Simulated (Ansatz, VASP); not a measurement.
# Cd3SeS2 in VASP and in Ansatz

File INCAR:

```
SYSTEM = Cd3SeS2
ALGO = Normal
EDIFF = 1E-6
ENCUT = 520
GGA = PE
ISIF = 2
ISMEAR = 0
LASPH = .TRUE.
LCHARG = .TRUE.
LELF = .TRUE.
LREAL = .FALSE.
LVHAR = .TRUE.
LWAVE = .FALSE.
NBANDS = 36
NELM = 80
PREC = Accurate
SIGMA = 0.1
```

KPOINTS

```
k-points
0
G
  6 6 2
  0 0 0
```

File POSCAR:

```
Cd3SeS2
1.0
    4.1117991400      0.0000000000      0.0000000000
   -2.0558995700      3.5609225100      0.0000000000
    0.0000000000      0.0000000000     10.0718098200
Cd Se S
3 1 2
Direct
    0.0000000000      0.0000000000      0.0000000000
    0.3333333300      0.6666666700      0.6666666700
    0.6666666700      0.3333333300      0.3333333300
    0.0000000000      0.0000000000      0.2500000000
    0.3333333300      0.6666666700      0.9166666700
    0.6666666700      0.3333333300      0.5833333300
```

Input for Ansatz:

```yaml
crystal:
  lattice:
    - [4.11179914, 0.0, 0.0]
    - [-2.05589957, 3.56092251, 0.0]
    - [0.0, 0.0, 10.07180982]
  atoms:
    - { symbol: Cd, position: [0.0, 0.0, 0.0] }
    - { symbol: Cd, position: [0.33333333, 0.66666667, 0.66666667] }
    - { symbol: Cd, position: [0.66666667, 0.33333333, 0.33333333] }
    - { symbol: Se, position: [0.0, 0.0, 0.25] }
    - { symbol: S, position: [0.33333333, 0.66666667, 0.91666667] }
    - { symbol: S, position: [0.66666667, 0.33333333, 0.58333333] }
basis:
  ecutwfc: 420
kpoints:
  mp_grid: { grid: [6, 6, 2] }
hamiltonian:
  xc: pbe
scf:
  occupations: { method: gaussian, width: 0.1 }
  lower_state_search: "off"
output:
  forces: true
  stress: true
  eigenvalues: true
```

Alike in both runs: task single point; functional PBE; k mesh 6 × 6 × 2; occupations gaussian, width 0.1 eV; no spin polarisation.

|  | VASP | Ansatz |
| --- | --- | --- |
| version | VASP 6.6.1 | Ansatz 0.2.0 |
| potentials or method | VASP PAW PBE potentials, release 64 (Cd, Se, S), cutoff 520 eV | scalar-relativistic, plane waves, PAW |
| valence electrons in the cell | 54 | 88 |

VASP gave:

* gap on the k mesh at the Fermi level (eV): 1.04
* least direct gap on the mesh (eV): 1.04
* pressure (GPa): 7.2
* traceless stress, the component that is largest in VASP (GPa): -0.07
* rms of the force components (eV/Å): 0.236

Task: Which values does Ansatz return?

Result: gap on the k mesh at the Fermi level (eV): 1.03; least direct gap on the mesh (eV): 1.03; pressure (GPa): 6.7; traceless stress, the component that is largest in VASP (GPa): -0.07; rms of the force components (eV/Å): 0.231.

Atom by atom the forces differ by 0.005 eV/Å (rms over components). VASP's potentials hold 54 valence electrons a cell and Ansatz's 88, so a difference there can come from the potentials and not from the codes.
